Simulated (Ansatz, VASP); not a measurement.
# SnO in VASP and in Ansatz

```
CELL_PARAMETERS angstrom
2.50000 -2.86000 0.00000
2.50000 2.86000 0.00000
0.00000 0.00000 11.12000
ATOMIC_POSITIONS crystal
Sn 0.00006 0.99994 0.98582
Sn 0.99994 0.00006 0.48582
Sn 0.49968 0.50032 0.27117
Sn 0.50032 0.49968 0.77117
O 0.99981 0.50000 0.37851
O 0.00019 0.50000 0.87851
O 0.50000 0.00019 0.37851
O 0.50000 0.99981 0.87851
```

Alike in both runs: task electric field gradients; functional LDA; k mesh 8 × 8 × 3; occupations fermi-dirac, width 0.02 eV; no spin polarisation.

|  | VASP | Ansatz |
| --- | --- | --- |
| version | VASP 6.6.1 | Ansatz 0.2.0 |
| potentials or method | VASP PAW LDA potentials, release 64 (Sn_d, O) | plane-wave PAW, scalar-relativistic |
| plane-wave cutoff (eV) | 520 | 420 |
| valence electrons in the cell | 80 | 80 |

Ansatz gave:

| Item | Value |
| --- | --- |
| pressure (GPa) | -3.9 |
| traceless stress, the component that is largest in VASP (GPa) | 10.53 |
| rms of the force components (eV/Å) | 0.272 |
| size of Vzz on the site where it differs most (V/Å²) | 177.7 |

**Question.** Estimate VASP's values.

**Answer.** Pressure (GPa): -3.6; traceless stress, the component that is largest in VASP (GPa): 10.49; rms of the force components (eV/Å): 0.229; size of Vzz on the site where it differs most (V/Å²): 170.9.

LDA's correlation is that of Perdew and Zunger in VASP and of Perdew and Wang (1992) in Ansatz. Atom by atom the forces differ by 0.042 eV/Å (rms over components).
